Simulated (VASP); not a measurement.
# MoS2 (P-3m1) in VASP: single point with r2SCAN

Aim: the single point of MoS2 with r2SCAN.

Program: VASP 6.6.1. These are calculated values, not measurements. Logs are shortened: lines on timing, memory, paths and dates and some standing lists are left out, and cuts for length are marked.

**1. The cell of the first run**

Symmetry: P-3m1, No. 164, trigonal system. Conventional cell: a = 3.227 Å, b = 3.227 Å, c = 6.312 Å, α = 90.00°, β = 90.00°, γ = 120.00°. Mo (site symmetry -3m) has 6 S at 2.42 Å within 3.2 Å. Within 3.2 Å of S (site symmetry 3m) lie 3 Mo at 2.42 Å.

**2. Single point, r2SCAN**

The input, POSCAR:

```
MoS2
1.0
    3.2274650000      0.0000000000      0.0000000000
   -1.6137325000      2.7950666798      0.0000000000
    0.0000000000      0.0000000000      6.3124730000
Mo S
1 2
Direct
    0.0000000000      0.0000000000      0.5000000000
    0.3333333333      0.6666666667      0.2553190000
    0.6666666667      0.3333333333      0.7446810000
```

The input, INCAR.step1:

```
SYSTEM = MoS2
PREC = Accurate
ENCUT = 520
ISMEAR = -1
SIGMA = 0.1
LREAL = .False.
LASPH = .True.
NELM = 100
NBANDS = 20
GGA = PE
ALGO = Normal
EDIFF = 1E-4
LWAVE = .True.
LCHARG = .False.
```

The input, INCAR.step2:

```
SYSTEM = MoS2
PREC = Accurate
ENCUT = 520
EDIFF = 1E-6
ISMEAR = -1
SIGMA = 0.1
LREAL = .False.
LASPH = .True.
NELM = 100
ALGO = Normal
ISIF = 2
LWAVE = .False.
LCHARG = .False.
METAGGA = R2SCAN
LMIXTAU = .True.
NBANDS = 20
ISTART = 1
```

The input, KPOINTS:

```
Automatic mesh
0
Gamma
  10 10 5
  0 0 0
```

Potentials or basis: VASP PAW PBE potentials, release 64 (Mo_sv, S).

On the command line:

```bash
> cat potpaw_PBE.64/Mo_sv/POTCAR potpaw_PBE.64/S/POTCAR > POTCAR
> cp INCAR.step1 INCAR
> mpirun -np 1 vasp_std > vasp.out
> cp INCAR.step2 INCAR
> mpirun -np 1 vasp_std > vasp.out
```

OUTCAR:

```text
SYSTEM = MoS2
   PREC = Accurate
   ENCUT = 520
   EDIFF = 1E-6
   ISMEAR = -1
   LREAL = .False.
   LASPH = .True.
   NELM = 100
   ISIF = 2
   METAGGA = R2SCAN
   ISTART = 1

 ion  position               nearest neighbor table
   1  0.000  0.000  0.500-   2 2.42   3 2.42   2 2.42   3 2.42   3 2.42   2 2.42
   2  0.333  0.667  0.255-   1 2.42   1 2.42   1 2.42
   3  0.667  0.333  0.745-   1 2.42   1 2.42   1 2.42

  LATTYP: Found a hexagonal cell.
 ALAT       =     3.2274650000
 C/A-ratio  =     1.9558610241

  Lattice vectors:

 A1 = (   3.2274650000,   0.0000000000,   0.0000000000)
 A2 = (  -1.6137325000,   2.7950666798,   0.0000000000)
 A3 = (   0.0000000000,   0.0000000000,   6.3124730000)

Analysis of symmetry for initial positions (statically):
=====================================================================
 Subroutine PRICEL returns:
 Original cell was already a primitive cell.

 Routine SETGRP: Setting up the symmetry group for a
 hexagonal supercell.

 Subroutine GETGRP returns: Found 12 space group operations
 (whereof 12 operations were pure point group operations)
 out of a pool of 24 trial point group operations.

The static configuration has the point symmetry D_3d.

Analysis of symmetry for dynamics (positions and initial velocities):
=====================================================================
 Subroutine PRICEL returns:
 Original cell was already a primitive cell.

 Routine SETGRP: Setting up the symmetry group for a
 hexagonal supercell.

 Subroutine GETGRP returns: Found 12 space group operations
 (whereof 12 operations were pure point group operations)
 out of a pool of 24 trial point group operations.

The dynamic configuration has the point symmetry D_3d.

 Subroutine INISYM returns: Found 12 space group operations
 (whereof 12 operations are pure point group operations),
 and found     1 'primitive' translations

----------------------------------------------------------------------------------------

                                     Primitive cell

  volume of cell :      56.9447

  direct lattice vectors                    reciprocal lattice vectors
     3.227465000  0.000000000  0.000000000     0.309840695  0.178886609  0.000000000
    -1.613732500  2.795066680  0.000000000     0.000000000  0.357773218  0.000000000
     0.000000000  0.000000000  6.312473000     0.000000000  0.000000000  0.158416519

  length of vectors
     3.227465000  3.227465000  6.312473000     0.357773218  0.357773218  0.158416519

  position of ions in fractional coordinates (direct lattice)
     0.000000000  0.000000000  0.500000000
     0.333333333  0.666666667  0.255319000
     0.666666667  0.333333333  0.744681000

  ion indices of the primitive-cell ions
   primitive index   ion index
                 1           1
                 2           2
                 3           3

----------------------------------------------------------------------------------------

 KPOINTS: Automatic mesh

Automatic generation of k-mesh.
 Grid dimensions read from file:
 generate k-points for:   10   10    5

 Generating k-lattice:

  Cartesian coordinates                     Fractional coordinates (reciprocal lattice)
     0.030984070  0.017888661  0.000000000     0.100000000  0.000000000  0.000000000
     0.000000000  0.035777322  0.000000000     0.000000000  0.100000000  0.000000000
     0.000000000  0.000000000  0.031683304     0.000000000  0.000000000  0.200000000

  Length of vectors
     0.035777322  0.035777322  0.031683304

  Shift w.r.t. Gamma in fractional coordinates (k-lattice)
     0.000000000  0.000000000  0.000000000

 Subroutine IBZKPT returns following result:
 ===========================================

 Found     58 irreducible k-points:

 Following reciprocal coordinates:
            Coordinates               Weight
  0.000000  0.000000  0.000000      1.000000
  0.100000  0.000000  0.000000      6.000000
  0.200000  0.000000  0.000000      6.000000
  0.300000  0.000000  0.000000      6.000000
  0.400000  0.000000  0.000000      6.000000
  0.500000  0.000000  0.000000      3.000000
[... 16 lines left out ...]
  0.000000  0.400000  0.200000      6.000000
  0.500000  0.000000  0.200000      6.000000
 [... further k-points ...]
   k-points           NKPTS =     58   k-points in BZ     NKDIM =     58   number of bands    NBANDS=     20
   number of dos      NEDOS =    301   number of ions     NIONS =      3
   total plane-waves  NPLWV =  27648
   dimension x,y,z NGX =    24 NGY =   24 NGZ =   48
   dimension x,y,z NGXF=    48 NGYF=   48 NGZF=   96
   ions per type =               1   2
   NGX,Y,Z   is equivalent  to a cutoff of  12.36, 12.36, 12.64 a.u.
   NGXF,Y,Z  is equivalent  to a cutoff of  24.72, 24.72, 25.28 a.u.
 SYSTEM =  MoS2
   PREC   = accura    normal or accurate (medium, high low for compatibility)
   ISTART =      1    job   : 0-new  1-cont  2-samecut
   ICHARG =      0    charge: 1-file 2-atom 10-const
   ISPIN  =      1    spin polarized calculation?
   LNONCOLLINEAR =      F non collinear calculations
   LSORBIT =      F    spin-orbit coupling
   LASPH  =      T    aspherical Exc in radial PAW
   ENCUT  =  520.0 eV  38.22 Ry    6.18 a.u.   6.00  6.00 11.74*2*pi/ulx,y,z
   NELM   =    100;   NELMIN=  2; NELMDL=  0     # of ELM steps
   EDIFF  = 0.1E-05   stopping-criterion for ELM
   LREAL  =      F    real-space projection
   EDIFFG = 0.1E-04   stopping-criterion for IOM
   NSW    =      0    number of steps for IOM
   IBRION =     -1    ionic relax: 0-MD 1-quasi-New 2-CG
   NFREE  =      0    steps in history (QN), initial steepest desc. (CG)
   ISIF   =      2    stress and relaxation
   ISYM   =      2    0-nonsym 1-usesym 2-fastsym
   POTIM  = 0.5000    time-step for ionic-motion
   TEBEG  =    0.0;   TEEND  =   0.0 temperature during run
   PSTRESS=    0.0 pullay stress
   NELECT =      26.0000    total number of electrons
   NUPDOWN=      -1.0000    fix difference up-down
   EMIN   =  10.00;   EMAX   =-10.00  energy-range for DOS
   EFERMI =   0.00;   METHOD = LEGACY
   ISMEAR =    -1;   SIGMA  =   0.10  broadening in eV -4-tet -1-fermi 0-gaus
   EFERMI_NEDOS =   21; number of points for ismear=-14 and -15
   IALGO  =     38    algorithm
   IMIX   =      4    mixing-type and parameters
     AMIX     =   0.40;   BMIX     =  1.00
     AMIX_MAG =   1.60;   BMIX_MAG =  1.00
  volume/ion in A,a.u.               =      18.98       128.09
  Fermi-wavevector in a.u.,A,eV,Ry     =   1.260612  2.382212 21.621607  1.589143
  Thomas-Fermi vector in A             =   2.394113
   LORBIT       =      0    0 simple, 1 ext, 2 COOP (PROOUT), +10 PAW based schemes
   METAGGA = R2SCAN    functional components
   LHFCALC =     F    Hartree Fock is set to
   AEXX    =    0.0000 exact exchange contribution
   IVDW    =     0    specifies the selected vdW correction
   LEPSILON=     F    determine dielectric tensor
   LRPA    =     F    only Hartree local field effects (RPA)
 non-spin polarized calculation
  energy-cutoff  :      520.00
  volume of cell :       56.94
 maximum number of plane-waves:      1556
   NGX = 13   NGY = 13   NGZ = 23

 number of electron      26.0000001 magnetization

 Free energy of the ion-electron system (eV)
  ---------------------------------------------------
  ext. energy  EPLUGINS =         0.00000000
  ---------------------------------------------------
  free energy    TOTEN  =       -44.17685607 eV

  energy without entropy =      -44.13827867  energy(sigma->0) =      -44.15756737

 E-fermi :   6.8387     XC(G=0): -11.0991

 val. band max:        6.7763905526   @ k =   0.1000   0.0000   0.0000
 cond. band min:       6.8851875493   @ k =   0.2000   0.2000   0.4000
 fundamental gap:      0.1087969968
 Fermi energy:         6.8387253253

 k-point     1 :       0.0000    0.0000    0.0000
  band No.  band energies     occupation
      1     -56.9698      2.00000
      2     -30.2725      2.00000
      3     -30.2397      2.00000
      4     -30.2397      2.00000
      5      -8.7283      2.00000
      6      -7.2214      2.00000
[... 12 lines left out ...]
     19      13.7124      0.00000
     20      16.9031      0.00000

 k-point     2 :       0.1000    0.0000    0.0000
  band No.  band energies     occupation
      1     -56.9665      2.00000
      2     -30.2734      2.00000
      3     -30.2656      2.00000
      4     -30.2474      2.00000
      5      -8.5722      2.00000
      6      -7.1910      2.00000
[... 12 lines left out ...]
     19      14.2010      0.00000
     20      16.5170      0.00000

 k-point     3 :       0.2000    0.0000    0.0000
  band No.  band energies     occupation
      1     -56.9580      2.00000
      2     -30.3607      2.00000
      3     -30.2675      2.00000
      4     -30.2477      2.00000
      5      -8.1384      2.00000
      6      -7.1064      2.00000
[... 12 lines left out ...]
     19      15.1412      0.00000
     20      16.2343      0.00000

 k-point     4 :       0.3000    0.0000    0.0000
  band No.  band energies     occupation
      1     -56.9473      2.00000
      2     -30.4671      2.00000
      3     -30.2923      2.00000
      4     -30.2254      2.00000
      5      -7.5587      2.00000
      6      -6.9617      2.00000
[... 12 lines left out ...]
     19      14.6161      0.00000
     20      15.2514      0.00000

 k-point     5 :       0.4000    0.0000    0.0000
  band No.  band energies     occupation
      1     -56.9387      2.00000
      2     -30.5519      2.00000
      3     -30.3122      2.00000
      4     -30.2072      2.00000
      5      -7.1815      2.00000
      6      -6.6390      2.00000
[... 12 lines left out ...]
     19      14.0627      0.00000
     20      15.2248      0.00000
[... 353 lines left out ...]
      6      -7.0605      2.00000
[... 12 lines left out ...]
     19      15.0915      0.00000
     20      15.1599      0.00000

 k-point    22 :       0.4000    0.0000    0.2000
  band No.  band energies     occupation
      1     -56.9387      2.00000
      2     -30.5519      2.00000
      3     -30.3122      2.00000
      4     -30.2072      2.00000
      5      -7.2355      2.00000
      6      -6.5648      2.00000
[... 12 lines left out ...]
     19      13.6835      0.00000
     20      16.0889      0.00000

 k-point    23 :       0.0000    0.4000    0.2000
  band No.  band energies     occupation
      1     -56.9387      2.00000
      2     -30.5519      2.00000
      3     -30.3122      2.00000
      4     -30.2072      2.00000
      5      -7.1484      2.00000
      6      -6.6807      2.00000
[... 12 lines left out ...]
     19      13.9677      0.00000
     20      15.0133      0.00000

 k-point    24 :       0.5000    0.0000    0.2000
  band No.  band energies     occupation
      1     -56.9354      2.00000
      2     -30.5840      2.00000
      3     -30.3198      2.00000
      4     -30.2003      2.00000
      5      -7.1286      2.00000
      6      -6.3697      2.00000
[... 12 lines left out ...]
     19      13.7468      0.00000
     20      15.0343      0.00000

 [... further k-points ...]
[... 5 lines left out ...]
  --------------------------------------------------------------------------------------
  -------------------------------------------------------------------------------------
  Total        0.0049600      0.0049600      0.1656594      0.0000000      0.0000000      0.0000000
  in kB        0.1395541      0.1395541      4.6609385      0.0000000      0.0000000      0.0000000
  external PRESSURE =       1.6466822 kB  Pullay stress =       0.0000000 kB

 VOLUME and BASIS-vectors are now :
 -----------------------------------------------------------------------------
  energy-cutoff  :      520.00
  volume of cell :       56.94
      direct lattice vectors                 reciprocal lattice vectors
     3.227465000  0.000000000  0.000000000     0.309840695  0.178886609  0.000000000
    -1.613732500  2.795066680  0.000000000     0.000000000  0.357773218  0.000000000
     0.000000000  0.000000000  6.312473000     0.000000000  0.000000000  0.158416519

 POSITION                                       TOTAL-FORCE (eV/Angst)
 -----------------------------------------------------------------------------------
      0.00000      0.00000      3.15624         0.000000      0.000000      0.000000
     -0.00000      1.86338      1.61169         0.000000      0.000000     -0.072732
      1.61373      0.93169      4.70078        -0.000000      0.000000      0.072732
 -----------------------------------------------------------------------------------
    total drift:                                0.000000      0.000000      0.000000

  FREE ENERGIE OF THE ION-ELECTRON SYSTEM (eV)
  ---------------------------------------------------
  free  energy   TOTEN  =       -44.1768560686 eV

  energy  without entropy=      -44.1382786698  energy(sigma->0) =      -44.15756737
```

Run time: 8.3 min. Hardware: 1 thread of AMD EPYC 7R13, shared host; peak memory 0.18 GiB.

What came out:

- Free energy: -44.1769 eV
- Pressure: 0.2 GPa
- Largest force: 0.073 eV/Å
- Band gap on the k mesh: zero (band 13 reaches 7.29 eV, above the bottom of band 14 at 6.35 eV)

Forces in eV/Å, atoms in the order of the input:
```
Mo   0.000  0.000  0.000
S    0.000  0.000 -0.073
S    0.000  0.000  0.073
```

Levels at points of the mesh, in eV from the Fermi level:
```csv
k point,band 10,band 11,band 12,band 13,band 14,band 15,band 16,band 17
"(0.00, 0.00, 0.00)",-2.02,-1.07,-1.00,-1.00,-0.42,-0.42,3.34,3.34
"(0.50, 0.00, 0.00)",-4.36,-3.41,-1.93,-1.78,0.98,1.81,3.78,4.04
```

Caveat: the PAW data sets were made with another functional, which shifts forces and pressure a little.
